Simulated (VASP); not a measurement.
ZnCu:

```
CELL_PARAMETERS angstrom
2.94500 0.00000 0.00000
0.00000 2.94500 0.00000
0.00000 0.00000 2.94500
ATOMIC_POSITIONS crystal
Zn 0.50000 0.50000 0.50000
Cu 0.00000 0.00000 0.00000
```

| Quantity | Value |
| --- | --- |
| Program | VASP 6.6.1 |
| Task | relaxation of cell and atoms |
| Functional | r2SCAN |
| Potentials or basis | VASP PAW PBE potentials, release 64 (Zn, Cu) |
| Cutoff | 600 eV |
| k mesh | 11 × 11 × 11 |
| Occupations | fermi-dirac, width 0.1 eV |
| Spin | no spin polarisation |

At the start: pressure -2.8 GPa; volume 12.77 Å³/atom.

Where does the relaxation end?

Over 4 steps the energy falls by 2.8 meV/atom and the volume is 12.48 Å³/atom (-2.3 %); space group Pm-3m (No. 221, to 0.1 Å) before and after.

The path:
| step | energy change (eV) | largest force (eV/Å) | pressure (GPa) | volume (Å³) |
| --- | --- | --- | --- | --- |
| 1 | 0.0000 | 0.0000 | -2.81 | 25.54 |
| 2 | -0.0048 | 0.0000 | 1.18 | 24.72 |
| 3 | -0.0056 | 0.0000 | 0.14 | 24.94 |
| 4 | -0.0056 | 0.0000 | -0.01 | 24.96 |

Final structure:
```
Zn Cu
1.0
     2.92256    0.00000    0.00000
     0.00000    2.92256    0.00000
     0.00000    0.00000    2.92256
Zn Cu
1 1
Cartesian
  1.4613 1.4613 1.4613
  0.0000 0.0000 0.0000
```

Caveat: the PAW data sets were made with another functional, which shifts forces and pressure a little.
